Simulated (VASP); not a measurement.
# HfC63 (a cell with a defect) in VASP: single point with PBEsol

Aim: the single point of HfC63 (a cell with a defect) with PBEsol.

Everything below comes from runs of VASP 6.6.1. Logs are shortened: lines on timing, memory, paths and dates and some standing lists are left out, and cuts for length are marked.

## Step 1: The cell of the first run

The cell holds a defect, 64 atoms: a = 7.108 Å, b = 7.108 Å, c = 7.108 Å, α = 90.00°, β = 90.00°, γ = 90.00°.

## Step 2: Single point, PBEsol, collinear spin

The input, INCAR:

```
  PREC = Accurate
  ENCUT = 520
  EDIFF = 1E-6
  ISMEAR = -1
  SIGMA = 0.05
  LREAL = Auto
  LASPH = True
  NELM = 150
  ALGO = Normal
  ISIF = 2
  LWAVE = False
  LCHARG = False
  ISPIN = 2
  MAGMOM = 0 0 0 0 0 0 0 0 0 0 0 0 0 0 0.2 0 0 0 0 0 0 0 0 0 0.2 0 0 0 0 0 0 0 0 0 0 0 0 0 0 0 0 0.2 0 0 0 0 0 0 0 0 0 0 0 0 0 0 0 0 0 0.2 0 0 0 0.2
  LORBIT = 11
  LMAXMIX = 4
  GGA = PS
  NELECT = 261.0
  ISYM = 0
  NBANDS = 173
```

The input, KPOINTS:

```
Automatic mesh
0
Gamma
  1 1 1
  0.25 0.25 0.25
```

The input, POSCAR:

```
HfC63
1.0
    7.1076060000      0.0000000000      0.0000000000
    0.0000000000      7.1076060000      0.0000000000
    0.0000000000      0.0000000000      7.1076060000
C Hf
63 1
Direct
    0.0008860000      0.0006820000      0.9999880000
    0.9986610000      0.9989920000      0.5002280000
    0.0001840000      0.5020990000      0.9992850000
    0.0005180000      0.5019150000      0.5008080000
    0.5011300000      0.9989840000      0.9977600000
    0.5013830000      0.0002290000      0.5004700000
    0.5017210000      0.5019090000      0.9996020000
    0.1272470000      0.1260970000      0.1263400000
    0.1203380000      0.1201230000      0.6280540000
    0.1233970000      0.6272930000      0.1224910000
    0.1245020000      0.6267810000      0.6256910000
    0.6289710000      0.1201150000      0.1194230000
    0.6249850000      0.1259570000      0.6240690000
    0.6265990000      0.6267700000      0.1235930000
    0.6337110000      0.6332860000      0.6328100000
    0.2504100000      0.2501880000      0.0029450000
    0.2416960000      0.2435030000      0.5075650000
    0.2505290000      0.7523090000      0.9997060000
    0.2448380000      0.7596900000      0.4995060000
    0.7526810000      0.2496970000      0.9978410000
    0.7593400000      0.2463700000      0.4982840000
    0.7508150000      0.7510070000      0.9983560000
    0.7509310000      0.7508760000      0.4999640000
    0.3788360000      0.3774280000      0.1238400000
    0.3388920000      0.3461280000      0.6724610000
    0.3771700000      0.8807900000      0.1209280000
    0.3752270000      0.8769130000      0.6260720000
    0.8828170000      0.3757220000      0.1193880000
    0.8772830000      0.3760740000      0.6259340000
    0.8763860000      0.8751500000      0.1243050000
    0.8751450000      0.8758050000      0.6239690000
    0.2508370000      0.0026510000      0.2499250000
    0.2497220000      0.9988740000      0.7519910000
    0.2465910000      0.5071220000      0.2456860000
    0.2421260000      0.5023150000      0.7603860000
    0.7528950000      0.9988700000      0.2488140000
    0.7500010000      0.0001160000      0.7490940000
    0.7612890000      0.5023190000      0.2412250000
    0.7518130000      0.5016670000      0.7509050000
    0.3780820000      0.1241290000      0.3771610000
    0.3755080000      0.1209270000      0.8806940000
    0.3538050000      0.6641390000      0.3529340000
    0.3753180000      0.6271370000      0.8768860000
    0.8816080000      0.1209210000      0.3745850000
    0.8753880000      0.1248760000      0.8744850000
    0.8777910000      0.6271370000      0.3744050000
    0.8762990000      0.6253810000      0.8753940000
    0.0038540000      0.2501910000      0.2495030000
    0.9987460000      0.2496930000      0.7517760000
    0.0006100000      0.7523100000      0.2496170000
    0.9992660000      0.7510130000      0.7499120000
    0.5084770000      0.2435010000      0.2407900000
    0.4991880000      0.2463770000      0.7584270000
    0.5004110000      0.7596680000      0.2439500000
    0.5008680000      0.7508750000      0.7500190000
    0.1247490000      0.3774360000      0.3779250000
    0.1202920000      0.3757280000      0.8819100000
    0.1218200000      0.8808050000      0.3762530000
    0.1252150000      0.8751490000      0.8754810000
    0.6733850000      0.3460770000      0.3379580000
    0.6268440000      0.3760770000      0.8763740000
    0.6269770000      0.8769070000      0.3743220000
    0.6248750000      0.8758030000      0.8742390000
    0.4702440000      0.4545290000      0.4693080000
```

Potentials or basis: VASP PAW PBE potentials, release 64 (C, Hf_pv).

On the command line:

```bash
$ cat potpaw_PBE.64/C/POTCAR potpaw_PBE.64/Hf_pv/POTCAR > POTCAR
$ mpirun -np 1 vasp_std > vasp.out
```

OUTCAR:

```text
PREC = Accurate
   ENCUT = 520
   EDIFF = 1E-6
   ISMEAR = -1
   LREAL = Auto
   LASPH = True
   NELM = 150
   ISIF = 2
   ISPIN = 2
   LORBIT = 11
   GGA = PS
   NELECT = 261.0
   ISYM = 0

 ion  position               nearest neighbor table
   1  0.001  0.001  1.000-  30 1.54  59 1.54  45 1.54   8 1.55
   2  0.999  0.999  0.500-  44 1.50  58 1.50  31 1.52   9 1.52
   3  0.000  0.502  0.999-  28 1.49  57 1.49  47 1.52  10 1.52
   4  0.001  0.502  0.501-  56 1.52  11 1.53  29 1.54  46 1.54
   5  0.501  0.999  0.998-  41 1.50  26 1.50  63 1.52  12 1.52
   6  0.501  0.000  0.500-  40 1.52  13 1.53  62 1.54  27 1.54
   7  0.502  0.502  1.000-  24 1.52  14 1.53  61 1.54  43 1.54
   8  0.127  0.126  0.126-  32 1.52  16 1.52  48 1.52   1 1.55
   9  0.120  0.120  0.628-  17 1.50   2 1.52  33 1.54  49 1.54
  10  0.123  0.627  0.122-  34 1.50   3 1.52  50 1.54  18 1.54
  11  0.125  0.627  0.626-  51 1.53   4 1.53  35 1.55  19 1.56  64 2.96
  12  0.629  0.120  0.119-  52 1.50   5 1.52  36 1.54  20 1.54
  13  0.625  0.126  0.624-   6 1.53  37 1.54  21 1.56  53 1.56  64 2.81
  14  0.627  0.627  0.124-  22 1.53   7 1.53  38 1.55  54 1.56  64 2.96
  15  0.634  0.633  0.633-  55 1.51  23 1.51  39 1.51  64 2.08
  16  0.250  0.250  0.003-   8 1.52  24 1.55  41 1.55  57 1.55
  17  0.242  0.244  0.508-   9 1.50  25 1.54  56 1.56  40 1.59  64 2.23
[... 31 lines left out ...]
  49  0.999  0.250  0.752-  45 1.52  29 1.53   9 1.54  57 1.55
  50  0.001  0.752  0.250-  30 1.53  46 1.53  10 1.54  58 1.54
  51  0.999  0.751  0.750-  11 1.53  47 1.54  31 1.54  59 1.54
  52  0.508  0.244  0.241-  12 1.50  60 1.54  24 1.56  40 1.59  64 2.23
  53  0.499  0.246  0.758-  25 1.47  41 1.52  61 1.54  13 1.56  64 2.54
  54  0.500  0.760  0.244-  42 1.47  26 1.51  62 1.54  14 1.56  64 2.70
  55  0.501  0.751  0.750-  15 1.51  63 1.53  27 1.54  43 1.54  64 2.91
  56  0.125  0.377  0.378-   4 1.52  48 1.55  17 1.56  34 1.58  64 2.60
  57  0.120  0.376  0.882-   3 1.49  35 1.52  16 1.55  49 1.55
  58  0.122  0.881  0.376-   2 1.50  19 1.51  50 1.54  32 1.55
  59  0.125  0.875  0.875-  33 1.53  18 1.53   1 1.54  51 1.54
  60  0.673  0.346  0.338-  38 1.45  21 1.47  52 1.54  64 1.88
  61  0.627  0.376  0.876-  20 1.53   7 1.54  53 1.54  39 1.54
  62  0.627  0.877  0.374-  36 1.53  54 1.54   6 1.54  23 1.54
  63  0.625  0.876  0.874-   5 1.52  55 1.53  37 1.54  22 1.54
  64  0.470  0.455  0.469-  25 1.88  60 1.88  42 1.89  15 2.08  52 2.23  17 2.23  34 2.28  40 2.52
                            21 2.54  53 2.54  24 2.60  56 2.60  38 2.65  35 2.65  54 2.70  19 2.71

IMPORTANT INFORMATION: All symmetrisations will be switched off!
NOSYMM: (Re-)initialisation of all symmetry stuff for point group C_1.

----------------------------------------------------------------------------------------

                                     Primitive cell

  volume of cell :     359.0625

  direct lattice vectors                    reciprocal lattice vectors
     7.107606000  0.000000000  0.000000000     0.140694349  0.000000000  0.000000000
     0.000000000  7.107606000  0.000000000     0.000000000  0.140694349  0.000000000
     0.000000000  0.000000000  7.107606000     0.000000000  0.000000000  0.140694349

  length of vectors
     7.107606000  7.107606000  7.107606000     0.140694349  0.140694349  0.140694349

  position of ions in fractional coordinates (direct lattice)
     0.000886000  0.000682000  0.999988000
     0.998661000  0.998992000  0.500228000
     0.000184000  0.502099000  0.999285000
     0.000518000  0.501915000  0.500808000
     0.501130000  0.998984000  0.997760000
     0.501383000  0.000229000  0.500470000
[... 56 lines left out ...]
     0.624875000  0.875803000  0.874239000
     0.470244000  0.454529000  0.469308000

  ion indices of the primitive-cell ions
   primitive index   ion index
                 1           1
                 2           2
                 3           3
                 4           4
                 5           5
                 6           6
[... 56 lines left out ...]
                63          63
                64          64

----------------------------------------------------------------------------------------

 KPOINTS: Automatic mesh

Automatic generation of k-mesh.
 Grid dimensions read from file:
 generate k-points for:    1    1    1

 Generating k-lattice:

[... 42 lines left out ...]
   EDIFFG = 0.1E-04   stopping-criterion for IOM
   NSW    =      0    number of steps for IOM
   IBRION =     -1    ionic relax: 0-MD 1-quasi-New 2-CG
   NFREE  =      0    steps in history (QN), initial steepest desc. (CG)
   ISIF   =      2    stress and relaxation
   ISYM   =      0    0-nonsym 1-usesym 2-fastsym
   POTIM  = 0.5000    time-step for ionic-motion
   TEBEG  =    0.0;   TEEND  =   0.0 temperature during run
   PSTRESS=    0.0 pullay stress
   NELECT =     261.0000    total number of electrons
   NUPDOWN=      -1.0000    fix difference up-down
   EMIN   =  10.00;   EMAX   =-10.00  energy-range for DOS
   EFERMI =   0.00;   METHOD = LEGACY
   ISMEAR =    -1;   SIGMA  =   0.05  broadening in eV -4-tet -1-fermi 0-gaus
   EFERMI_NEDOS =   21; number of points for ismear=-14 and -15
   IALGO  =     38    algorithm
   IMIX   =      4    mixing-type and parameters
     AMIX     =   0.40;   BMIX     =  1.00
     AMIX_MAG =   1.60;   BMIX_MAG =  1.00
  volume/ion in A,a.u.               =       5.61        37.86
  Fermi-wavevector in a.u.,A,eV,Ry     =   1.471968  2.781616 29.479598  2.166689
  Thomas-Fermi vector in A             =   2.587039
   LORBIT       =     11    0 simple, 1 ext, 2 COOP (PROOUT), +10 PAW based schemes
   GGA     = PS    functional components
   LHFCALC =     F    Hartree Fock is set to
   AEXX    =    0.0000 exact exchange contribution
   IVDW    =     0    specifies the selected vdW correction
   LEPSILON=     F    determine dielectric tensor
   LRPA    =     F    only Hartree local field effects (RPA)
 spin polarized calculation
  energy-cutoff  :      520.00
  volume of cell :      359.06
 maximum number of plane-waves:      9651
 NGX is ok and might be reduce to    54
   NGX = 27   NGY = 27   NGZ = 27

 number of electron     260.9999994 magnetization       0.4202921

 Free energy of the ion-electron system (eV)
  ---------------------------------------------------
  ext. energy  EPLUGINS =         0.00000000
  ---------------------------------------------------
  free energy    TOTEN  =      -614.20356161 eV

  energy without entropy =     -614.16195637  energy(sigma->0) =     -614.18275899

 E-fermi :  10.5913     XC(G=0): -13.5900

 val. band max:       10.4838620310   @ k =  -0.2500  -0.2500   0.2500
 cond. band min:      10.6138174019   @ k =   0.2500   0.2500   0.2500
 fundamental gap:      0.1299553709
 Fermi energy:        10.5912756829

 spin component 1

 k-point     1 :       0.2500    0.2500    0.2500
  band No.  band energies     occupation
      1     -19.7275      1.00000
      2     -19.5338      1.00000
      3     -19.2856      1.00000
      4     -11.2785      1.00000
      5     -10.2408      1.00000
      6     -10.1795      1.00000
[... 569 lines left out ...]
    141      15.7687      0.00000
    142      15.8874      0.00000
 Fermi energy:        10.5912756829

 spin component 2

 k-point     1 :       0.2500    0.2500    0.2500
  band No.  band energies     occupation
      1     -19.6551      1.00000
      2     -19.4673      1.00000
      3     -19.2660      1.00000
      4     -11.2694      1.00000
      5     -10.2279      1.00000
      6     -10.1715      1.00000
[... 569 lines left out ...]
    141      15.7800      0.00000
    142      15.8985      0.00000
 [bands above 142 left out]

------------------------ aborting loop because EDIFF is reached ----------------------------------------

  FORCE on cell =-STRESS in cart. coord.  units (eV):
  Direction    XX          YY          ZZ          XY          YZ          ZX
  --------------------------------------------------------------------------------------
  -------------------------------------------------------------------------------------
  Total       32.0141505     29.0513046     31.9679997     -8.0605047     -8.0475981    -15.0813911
  in kB      142.8507514    129.6301985    142.6448211    -35.9668811    -35.9092907    -67.2948687
  external PRESSURE =     138.3752570 kB  Pullay stress =       0.0000000 kB

 VOLUME and BASIS-vectors are now :
 -----------------------------------------------------------------------------
  energy-cutoff  :      520.00
  volume of cell :      359.06
      direct lattice vectors                 reciprocal lattice vectors
     7.107606000  0.000000000  0.000000000     0.140694349  0.000000000  0.000000000
     0.000000000  7.107606000  0.000000000     0.000000000  0.140694349  0.000000000
     0.000000000  0.000000000  7.107606000     0.000000000  0.000000000  0.140694349

 POSITION                                       TOTAL-FORCE (eV/Angst)
 -----------------------------------------------------------------------------------
      0.00630      0.00485      7.10752         0.063340      0.030245      0.073864
      7.09809      7.10044      3.55542         0.136992      0.025912      0.245694
      0.00131      3.56872      7.10252         0.071033     -0.093514      0.073340
      0.00368      3.56741      3.55955         0.030024      0.060713      0.089660
      3.56183      7.10038      7.09168         0.248395      0.015562      0.126456
      3.56363      0.00163      3.55714         0.059887      0.020917      0.070352
[... 56 lines left out ...]
      4.44137      6.22486      6.21375        -0.076468     -0.052194     -0.063923
      3.34231      3.23061      3.33566        -0.013767      0.099563     -0.017101
 -----------------------------------------------------------------------------------
    total drift:                                0.022741     -0.044059      0.023203

  FREE ENERGIE OF THE ION-ELECTRON SYSTEM (eV)
  ---------------------------------------------------
  free  energy   TOTEN  =      -614.2035616073 eV

  energy  without entropy=     -614.1619563734  energy(sigma->0) =     -614.18275899

 total charge

# of ion       s       p       d       tot
------------------------------------------
    1        0.825   1.745   0.000   2.570
    2        0.837   1.805   0.000   2.642
    3        0.838   1.807   0.000   2.645
    4        0.826   1.758   0.000   2.584
    5        0.837   1.805   0.000   2.642
    6        0.826   1.759   0.000   2.585
[... 56 lines left out ...]
   63        0.828   1.760   0.000   2.588
   64        0.539   6.861   2.674  10.073
--------------------------------------------------
tot         52.790 118.005   2.674 173.469

 magnetization (x)

# of ion       s       p       d       tot
------------------------------------------
    1        0.000   0.000   0.000   0.000
    2        0.000   0.005   0.000   0.006
    3        0.001   0.003   0.000   0.004
    4        0.000  -0.000   0.000  -0.000
    5        0.000   0.005   0.000   0.006
    6       -0.000  -0.000   0.000  -0.000
[... 56 lines left out ...]
   63        0.000   0.001   0.000   0.001
   64        0.001   0.026   0.090   0.117
--------------------------------------------------
tot          0.016   0.251   0.090   0.357
```

It took 35 min on 1 thread of Intel Xeon 8259CL, shared host; peak memory 0.7 GiB.

Results:

```
Free energy                                           : -614.2036 eV
Largest force                                         : 0.394 eV/Å
Net moment                                            : 0.42 μB per cell
Site moments                                          : C +0.00, +0.01, -0.00, +0.06 (each value once); Hf +0.12 μB
Valence electrons inside the program's atomic spheres : C 2.57, 2.64, 2.65, 2.58, 2.59, 2.60, 2.56, 2.55, 2.61, 2.74, 2.62, 2.54, 2.75 (each value once); Hf 10.07
```

Forces in eV/Å, atoms in the order of the input:
```
C    0.063  0.030  0.074
C    0.137  0.026  0.246
C    0.071 -0.094  0.073
C    0.030  0.061  0.090
C    0.248  0.016  0.126
C    0.060  0.021  0.070
C    0.089  0.068  0.032
C   -0.109 -0.032 -0.100
C   -0.160 -0.128 -0.086
C   -0.173  0.041 -0.172
C   -0.103  0.004 -0.076
C   -0.085 -0.126 -0.161
C   -0.021 -0.065 -0.019
C   -0.080  0.004 -0.102
C    0.057 -0.017  0.059
C    0.059  0.097  0.052
C    0.141  0.106  0.187
C    0.088  0.066  0.078
C    0.079  0.058  0.149
C    0.109  0.100  0.076
C    0.194 -0.007 -0.008
C    0.059  0.062  0.095
C    0.028  0.053 -0.017
C   -0.121 -0.031 -0.001
C    0.064 -0.259 -0.233
C   -0.142 -0.062 -0.061
C   -0.056 -0.053 -0.062
C   -0.128  0.211 -0.052
C   -0.084 -0.086 -0.100
C   -0.081 -0.039 -0.112
C   -0.057 -0.045 -0.080
C    0.084  0.043  0.082
C    0.088  0.066  0.073
C    0.161  0.044  0.168
C   -0.017 -0.097  0.263
C    0.069  0.063  0.087
C    0.063  0.117  0.060
C    0.260 -0.099 -0.016
C    0.035 -0.023  0.038
C   -0.051  0.056 -0.044
C   -0.059  0.010 -0.136
C   -0.280 -0.012 -0.277
C   -0.099 -0.113 -0.095
C   -0.137  0.012 -0.065
C   -0.096 -0.100 -0.093
C   -0.094 -0.110 -0.096
C   -0.035 -0.081 -0.033
C    0.060  0.095  0.055
C    0.083  0.099  0.111
C    0.076  0.066  0.090
C    0.098  0.061  0.055
C    0.183  0.101  0.136
C   -0.004 -0.007  0.192
C    0.156  0.055  0.079
C   -0.024  0.058  0.027
C    0.000 -0.043 -0.122
C   -0.052  0.214 -0.129
C   -0.057 -0.062 -0.142
C   -0.108 -0.044 -0.084
C   -0.237 -0.254  0.074
C   -0.094 -0.087 -0.083
C   -0.062 -0.053 -0.057
C   -0.076 -0.052 -0.064
Hf  -0.014  0.100 -0.017
```

Caveat: the k points lie up to 0.44 Å⁻¹ apart; the cell carries a net charge on a neutralising background, which shifts energy and pressure; the cell is charged against a uniform background, so pressure and absolute levels hang on convention; the PAW data sets were made with another functional, which shifts forces and pressure a little; spin-orbit coupling is left out, which moves the levels of the heavy elements.
